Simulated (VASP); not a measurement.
# SiC (P3m1) in VASP: further runs

Runs on SiC. Level: PBE. Tasks: single point.

Everything below comes from runs of VASP 6.6.1. Logs are shortened: lines on timing, memory, paths and dates and some standing lists are left out, and cuts for length are marked.

## Step 1: The cell of the first run

It takes space group P3m1 (No. 156, trigonal). The conventional cell has a = 3.076 Å, b = 3.076 Å, c = 10.846 Å, α = 90.00°, β = 90.00°, γ = 120.00°. Within 2.5 Å of Si (site symmetry 3m) lie 4 C at 1.87 to 1.94 Å. Si (site symmetry 3m) has 4 C at 1.87 to 1.94 Å within 2.5 Å. Si (site symmetry 3m) has 3 C at 1.87 Å within 2.5 Å. Within 2.5 Å of Si (site symmetry 3m) lie 4 C at 1.87 to 1.94 Å. Within 2.5 Å of C (site symmetry 3m) lie 4 Si at 1.87 to 1.94 Å. Within 2.5 Å of C (site symmetry 3m) lie 4 Si at 1.87 to 1.94 Å. C (site symmetry 3m) has 3 Si at 1.87 Å within 2.5 Å. Within 2.5 Å of C (site symmetry 3m) lie 4 Si at 1.87 to 1.94 Å.

## Step 2: Single point, PBE

Contents of INCAR:

```
PREC     = Accurate       # precision mode
ENCUT    = 600            # plane-wave cutoff, eV
EDIFF    = 1E-6           # SCF threshold, eV
ISMEAR   = 0              # smearing method
SIGMA    = 0.05           # smearing width, eV
LREAL    = False          # projectors in reciprocal space
LASPH    = True           # aspherical terms in the spheres
NELM     = 120            # most SCF steps
ALGO     = Normal         # electronic algorithm
ISIF     = 2              # what is computed and relaxed
LWAVE    = False          # write WAVECAR
LCHARG   = False          # write CHGCAR
GGA      = PE             # functional
NBANDS   = 26             # bands
GGA_COMPAT= False
```

Contents of KPOINTS:

```
regular mesh
0
Gamma
  10 10 3
```

Contents of POSCAR:

```
SiC
1.0
   -3.0759982064      0.0000000000      0.0000000000
   -1.5379991032     -2.6638925888      0.0000000000
    0.0000000000      0.0000000000     10.8460000000
Si C
4 4
Direct
    0.3333333333      0.3333333333      0.6085432417
    0.3333333333      0.3333333333      0.1431182003
    0.6666666667      0.6666666667      0.8412557625
    0.6666666667      0.6666666667      0.3758307210
    0.3333333333      0.3333333333      0.7877318827
    0.3333333333      0.3333333333      0.3223068412
    0.6666666667      0.6666666667      0.0895943205
    0.6666666667      0.6666666667      0.5550193620
```

Potentials or basis: VASP PAW PBE potentials, release 64 (Si, C).

Started as:

```
$ cat potpaw_PBE.64/Si/POTCAR potpaw_PBE.64/C/POTCAR > POTCAR
$ mpirun -np 1 vasp_std > vasp.out
```

OUTCAR:

```text
PREC = Accurate
   ENCUT = 600
   EDIFF = 1E-6
   ISMEAR = 0
   LREAL = False
   LASPH = True
   NELM = 120
   ISIF = 2
   GGA = PE

 ion  position               nearest neighbor table
   1  0.333  0.333  0.609-   8 1.87   8 1.87   8 1.87   5 1.94   4 3.09   4 3.09   4 3.09   3 3.09
                             3 3.09   3 3.09
   2  0.333  0.333  0.143-   7 1.87   7 1.87   7 1.87   6 1.94   4 3.09   4 3.09   4 3.09
   3  0.667  0.667  0.841-   5 1.87   5 1.87   5 1.87   1 3.09   1 3.09   1 3.09
   4  0.667  0.667  0.376-   6 1.87   6 1.87   6 1.87   8 1.94   1 3.09   2 3.09   2 3.09   1 3.09
                             1 3.09   2 3.09
   5  0.333  0.333  0.788-   3 1.87   3 1.87   3 1.87   1 1.94
   6  0.333  0.333  0.322-   4 1.87   4 1.87   4 1.87   2 1.94
   7  0.667  0.667  0.090-   2 1.87   2 1.87   2 1.87
   8  0.667  0.667  0.555-   1 1.87   1 1.87   1 1.87   4 1.94

  LATTYP: Found a hexagonal cell.
 ALAT       =     3.0759982065
 C/A-ratio  =     3.5260098583

  Lattice vectors:

 A1 = (   1.5379991032,   2.6638925888,   0.0000000000)
 A2 = (  -3.0759982064,   0.0000000000,   0.0000000000)
 A3 = (   0.0000000000,   0.0000000000,  10.8460000000)

Analysis of symmetry for initial positions (statically):
=====================================================================
 Subroutine PRICEL returns:
 Original cell was already a primitive cell.

 Routine SETGRP: Setting up the symmetry group for a
 hexagonal supercell.

 Subroutine GETGRP returns: Found  6 space group operations
 (whereof  6 operations were pure point group operations)
 out of a pool of 24 trial point group operations.

The static configuration has the point symmetry C_3v.

Analysis of symmetry for dynamics (positions and initial velocities):
=====================================================================
 Subroutine PRICEL returns:
 Original cell was already a primitive cell.

 Routine SETGRP: Setting up the symmetry group for a
 hexagonal supercell.

 Subroutine GETGRP returns: Found  6 space group operations
 (whereof  6 operations were pure point group operations)
 out of a pool of 24 trial point group operations.

The dynamic configuration has the point symmetry C_3v.

 Subroutine INISYM returns: Found  6 space group operations
[... 110 lines left out ...]
   LREAL  =      F    real-space projection
   EDIFFG = 0.1E-04   stopping-criterion for IOM
   NSW    =      0    number of steps for IOM
   IBRION =     -1    ionic relax: 0-MD 1-quasi-New 2-CG
   NFREE  =      0    steps in history (QN), initial steepest desc. (CG)
   ISIF   =      2    stress and relaxation
   ISYM   =      2    0-nonsym 1-usesym 2-fastsym
   POTIM  = 0.5000    time-step for ionic-motion
   TEBEG  =    0.0;   TEEND  =   0.0 temperature during run
   PSTRESS=    0.0 pullay stress
   NELECT =      32.0000    total number of electrons
   NUPDOWN=      -1.0000    fix difference up-down
   EMIN   =  10.00;   EMAX   =-10.00  energy-range for DOS
   EFERMI =   0.00;   METHOD = LEGACY
   ISMEAR =     0;   SIGMA  =   0.05  broadening in eV -4-tet -1-fermi 0-gaus
   EFERMI_NEDOS =   21; number of points for ismear=-14 and -15
   IALGO  =     38    algorithm
   IMIX   =      4    mixing-type and parameters
     AMIX     =   0.40;   BMIX     =  1.00
     AMIX_MAG =   1.60;   BMIX_MAG =  1.00
  volume/ion in A,a.u.               =      11.11        74.97
  Fermi-wavevector in a.u.,A,eV,Ry     =   1.164664  2.200896 18.455521  1.356443
  Thomas-Fermi vector in A             =   2.301199
   LORBIT       =      0    0 simple, 1 ext, 2 COOP (PROOUT), +10 PAW based schemes
   GGA     = PE    functional components
   LHFCALC =     F    Hartree Fock is set to
   AEXX    =    0.0000 exact exchange contribution
   IVDW    =     0    specifies the selected vdW correction
   LEPSILON=     F    determine dielectric tensor
   LRPA    =     F    only Hartree local field effects (RPA)
 non-spin polarized calculation
 Gauss-broadening in eV      SIGMA  =   0.05
  energy-cutoff  :      600.00
  volume of cell :       88.87
 maximum number of plane-waves:      2988
 NGX is ok and might be reduce to    28
   NGX = 13   NGY = 13   NGZ = 43

 number of electron      32.0000000 magnetization

 Free energy of the ion-electron system (eV)
  ---------------------------------------------------
  ext. energy  EPLUGINS =         0.00000000
  ---------------------------------------------------
  free energy    TOTEN  =       -58.59932837 eV

  energy without entropy =      -58.59932837  energy(sigma->0) =      -58.59932837

 E-fermi :   8.0339     XC(G=0): -10.9918

 val. band max:        7.8141362119   @ k =   0.0000   0.0000   0.0000
 cond. band min:       9.4004688742   @ k =   0.5000  -0.0000   0.3333
 fundamental gap:      1.5863326622
 Fermi energy:         8.0339270853

 k-point     1 :       0.0000    0.0000    0.0000
  band No.  band energies     occupation
      1      -8.2788      2.00000
      2      -7.2884      2.00000
      3      -6.3336      2.00000
      4      -4.7041      2.00000
      5      -0.8052      2.00000
      6       2.3008      2.00000
[... 685 lines left out ...]
     25      15.0489      0.00000
     26      15.7177      0.00000

 [... further k-points ...]

------------------------ aborting loop because EDIFF is reached ----------------------------------------

  FORCE on cell =-STRESS in cart. coord.  units (eV):
  Direction    XX          YY          ZZ          XY          YZ          ZX
  --------------------------------------------------------------------------------------
  -------------------------------------------------------------------------------------
  Total        2.5088281      2.5088281     -6.6703795      0.0000000     -0.0000000      0.0000000
  in kB       45.2281795     45.2281795   -120.2510113      0.0000000     -0.0000000      0.0000000
  external PRESSURE =      -9.9315507 kB  Pullay stress =       0.0000000 kB

 VOLUME and BASIS-vectors are now :
 -----------------------------------------------------------------------------
  energy-cutoff  :      600.00
  volume of cell :       88.87
      direct lattice vectors                 reciprocal lattice vectors
    -3.075998206  0.000000000  0.000000000    -0.325097719  0.187695255  0.000000000
    -1.537999103 -2.663892589  0.000000000     0.000000000 -0.375390511  0.000000000
     0.000000000  0.000000000 10.846000000     0.000000000  0.000000000  0.092199889

 POSITION                                       TOTAL-FORCE (eV/Angst)
 -----------------------------------------------------------------------------------
     -1.53800     -0.88796      6.60026        -0.000000      0.000000      0.211187
     -1.53800     -0.88796      1.55226         0.000000      0.000000     -1.366223
     -3.07600     -1.77593      9.12426         0.000000     -0.000000      2.257912
     -3.07600     -1.77593      4.07626        -0.000000     -0.000000      0.168855
     -1.53800     -0.88796      8.54374        -0.000000     -0.000000      0.200419
     -1.53800     -0.88796      3.49574        -0.000000      0.000000     -0.122080
     -3.07600     -1.77593      0.97174         0.000000      0.000000     -1.093852
     -3.07600     -1.77593      6.01974        -0.000000     -0.000000     -0.256217
 -----------------------------------------------------------------------------------
    total drift:                               -0.000000     -0.000000      0.000208

  FREE ENERGIE OF THE ION-ELECTRON SYSTEM (eV)
  ---------------------------------------------------
  free  energy   TOTEN  =       -58.5993283732 eV

  energy  without entropy=      -58.5993283732  energy(sigma->0) =      -58.59932837
```

OSZICAR:

```text
N       E                     dE             d eps       ncg     rms          rms(c)
DAV:   1     0.909682383314E+02    0.90968E+02   -0.15565E+04  1872   0.123E+03
DAV:   2    -0.577264473324E+02   -0.14869E+03   -0.13832E+03  2476   0.205E+02
DAV:   3    -0.662118993000E+02   -0.84855E+01   -0.84141E+01  2522   0.461E+01
DAV:   4    -0.663425055021E+02   -0.13061E+00   -0.13042E+00  2440   0.662E+00
DAV:   5    -0.663452201556E+02   -0.27147E-02   -0.27135E-02  2486   0.923E-01    0.175E+01
DAV:   6    -0.587358223677E+02    0.76094E+01   -0.19863E+01  2416   0.203E+01    0.773E+00
DAV:   7    -0.586338313497E+02    0.10199E+00   -0.21036E+00  2464   0.686E+00    0.362E+00
DAV:   8    -0.586006322253E+02    0.33199E-01   -0.92517E-02  2446   0.168E+00    0.140E+00
DAV:   9    -0.585984941470E+02    0.21381E-02   -0.14857E-02  2592   0.892E-01    0.208E-01
DAV:  10    -0.585990538443E+02   -0.55970E-03   -0.29184E-03  2312   0.320E-01    0.114E-01
DAV:  11    -0.585992641535E+02   -0.21031E-03   -0.44083E-04  2408   0.111E-01    0.555E-02
DAV:  12    -0.585993248748E+02   -0.60721E-04   -0.69139E-05  2228   0.510E-02    0.118E-02
DAV:  13    -0.585993278262E+02   -0.29514E-05   -0.12602E-05  2504   0.198E-02    0.536E-03
DAV:  14    -0.585993283732E+02   -0.54695E-06   -0.13905E-06  1572   0.676E-03
   1 F= -.58599328E+02 E0= -.58599328E+02  d E =-.164189E-11
```

Run time: 77 s. Hardware: 1 thread of AMD EPYC 9R45 (Zen 5), shared host; peak memory 0.24 GiB.

What came out:

```
Free energy            : -58.5993 eV
Pressure               : -1.0 GPa
Largest force          : 2.258 eV/Å
Band gap on the k mesh : 1.59 eV, indirect (least direct gap 2.74 eV)
```

Forces in eV/Å, atoms in the order of the input:
```
Si   0.000  0.000  0.211
Si   0.000  0.000 -1.366
Si   0.000  0.000  2.258
Si   0.000  0.000  0.169
C    0.000  0.000  0.200
C    0.000  0.000 -0.122
C    0.000  0.000 -1.094
C    0.000  0.000 -0.256
```

Levels at points of the mesh, in eV from the valence-band top:
```
           k point  band 14  band 15  band 16  band 17  band 18  band 19
(0.00, 0.00, 0.00)    -0.35     0.00     0.00     2.74     4.25     5.17
(0.50, 0.00, 0.00)    -2.61    -1.51    -1.49     1.62     2.21     2.92
```

Caveat: forces of over 1 eV/Å act on the atoms, so gaps and moduli don't describe the material at rest. Expect the measured gap to be larger: semilocal functionals such as PBE lack the derivative discontinuity.

(Continued in part 2 of 2.)
